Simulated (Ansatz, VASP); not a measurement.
Two plane-wave programs on AlRu

File INCAR:

```
ALGO = Fast
EDIFF = 1E-6
ENCUT = 520
GGA = PE
ISIF = 2
ISMEAR = 0
LASPH = True
LCHARG = False
LREAL = False
LWAVE = False
NBANDS = 34
NELM = 60
PREC = Accurate
SIGMA = 0.15
```

Contents of KPOINTS:

```
k-points
0
Gamma
  20 20 7
```

POSCAR

```
AlRu
1.0
    0.0000000000     -3.0040847246      0.0000000000
    0.0000000000      0.0000000000     -3.0040847246
    9.5122541738      0.0000000000      0.0000000000
Al Ru
3 3
Direct
    0.0000000000      0.0000000000      0.2368432653
    0.0000000000      0.0000000000      0.5526553399
    0.0000000000      0.0000000000      0.8684674145
    0.5000000000      0.5000000000      0.0789372280
    0.5000000000      0.5000000000      0.3947493026
    0.5000000000      0.5000000000      0.7105613772
```

Input for Ansatz:

```yaml
crystal:
  lattice:
    - [0.0, -3.0040847246, 0.0]
    - [0.0, 0.0, -3.0040847246]
    - [9.5122541738, 0.0, 0.0]
  atoms:
    - { symbol: Al, position: [0.0, 0.0, 0.2368432653] }
    - { symbol: Al, position: [0.0, 0.0, 0.5526553399] }
    - { symbol: Al, position: [0.0, 0.0, 0.8684674145] }
    - { symbol: Ru, position: [0.5, 0.5, 0.078937228] }
    - { symbol: Ru, position: [0.5, 0.5, 0.3947493026] }
    - { symbol: Ru, position: [0.5, 0.5, 0.7105613772] }
basis:
  ecutwfc: 420
kpoints:
  mp_grid: { grid: [20, 20, 7] }
hamiltonian:
  xc: pbe
scf:
  occupations: { method: gaussian, width: 0.15 }
output:
  forces: true
  stress: true
  eigenvalues: true
```

Alike in both runs: task single point; functional PBE; k mesh 20 × 20 × 7; occupations gaussian, width 0.15 eV; no spin polarisation.

|  | VASP | Ansatz |
| --- | --- | --- |
| version | VASP 6.6.1 | Ansatz 0.2.0 |
| potentials or method | VASP PAW PBE potentials, release 64 (Al, Ru_pv), cutoff 520 eV | scalar-relativistic, plane waves, PAW |
| valence electrons in the cell | 51 | 57 |

Ansatz gave:

```
gap on the k mesh at the Fermi level (eV)                     : none
pressure (GPa)                                                : -6.6
traceless stress, the component that is largest in VASP (GPa) : -4.32
rms of the force components (eV/Å)                            : 0.456
```

Question: Estimate VASP's values.

Answer: gap on the k mesh at the Fermi level (eV): none; pressure (GPa): -6.6; traceless stress, the component that is largest in VASP (GPa): -4.33; rms of the force components (eV/Å): 0.457.

Atom by atom the forces differ by 0.002 eV/Å (rms over components). A gap of «none» marks a metal or a gap that the smearing closes. VASP's potentials hold 51 valence electrons a cell and Ansatz's 57, so a difference there can come from the potentials and not from the codes.
